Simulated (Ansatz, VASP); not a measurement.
## One calculation of Co, two programs

File INCAR:

```
SYSTEM = Co
  PREC = Accurate
  ENCUT = 520
  EDIFF = 1E-6
  ISMEAR = -1
  SIGMA = 0.05
  LREAL = .False.
  LASPH = .True.
  NELM = 150
  ALGO = Normal
  ISIF = 2
  LWAVE = .False.
  LCHARG = .True.
  ISPIN = 2
  MAGMOM = 2 2 2 2
  LORBIT = 11
  LMAXMIX = 4
  LELF = .True.
  LVHAR = .True.
  NBANDS = 30
```

Contents of KPOINTS:

```
regular mesh
0
Gamma
  12 12 4
  0 0 0
```

File POSCAR:

```
Co
1.0
    2.5190164704      0.0000000000      0.0000000000
   -1.2595082352      2.1815322559      0.0000000000
    0.0000000000      0.0000000000      8.2468668932
Co
4
Direct
    0.6666666667      0.3333333333      0.7500000000
    0.0000000000      0.0000000000      0.5000000000
    0.3333333333      0.6666666667      0.2500000000
    0.0000000000      0.0000000000      0.0000000000
```

File input.yaml:

```yaml
crystal:
  lattice:
    - [2.5190164704, 0.0, 0.0]
    - [-1.2595082352, 2.1815322559, 0.0]
    - [0.0, 0.0, 8.2468668932]
  atoms:
    - { symbol: Co, position: [0.6666666667, 0.3333333333, 0.75], spin: 2.0 }
    - { symbol: Co, position: [0.0, 0.0, 0.5], spin: 2.0 }
    - { symbol: Co, position: [0.3333333333, 0.6666666667, 0.25], spin: 2.0 }
    - { symbol: Co, position: [0.0, 0.0, 0.0], spin: 2.0 }
kpoints:
  mp_grid: { grid: [12, 12, 4] }
scf:
  occupations: { method: fermi_dirac, width: 0.05 }
hamiltonian:
  xc: lda
  pseudopotentials: { kind: all_electron, lapw: { basis_error: 0.002 } }
magnetization:
  spin_polarized: true
output:
  forces: true
  stress: true
  eigenvalues: true
```

Change from the starting cell: volume scaled by 1.06.

Alike in both runs: task single point; functional LDA; k mesh 12 × 12 × 4; occupations fermi-dirac, width 0.05 eV; collinear spin.

|  | VASP | Ansatz |
| --- | --- | --- |
| version | VASP 6.6.1 | Ansatz 0.2.0 |
| potentials or method | VASP PAW LDA potentials, release 64 (Co), cutoff 520 eV | all-electron LAPW, scalar-relativistic |

|  | VASP | Ansatz | Ansatz less VASP |
| --- | --- | --- | --- |
| gap on the k mesh at the Fermi level (eV) | none | none | - |
| pressure (GPa) | -24.9 | -24.2 | +0.68 |
| traceless stress, the component that is largest in VASP (GPa) | -2.16 | -2.27 | -0.111 |
| net moment per atom (μB) | 1.62 | 1.66 | +0.038 |
| size of the moment on the site where the two differ most (μB) | 1.62 | 1.69 | +0.070 |

LDA's correlation is that of Perdew and Zunger in VASP and of Perdew and Wang (1992) in Ansatz. Site moments also hang on the region over which each program counts them. A gap of «none» marks a metal or a gap that the smearing closes. Ansatz ran all-electron here, and VASP with PAW potentials.
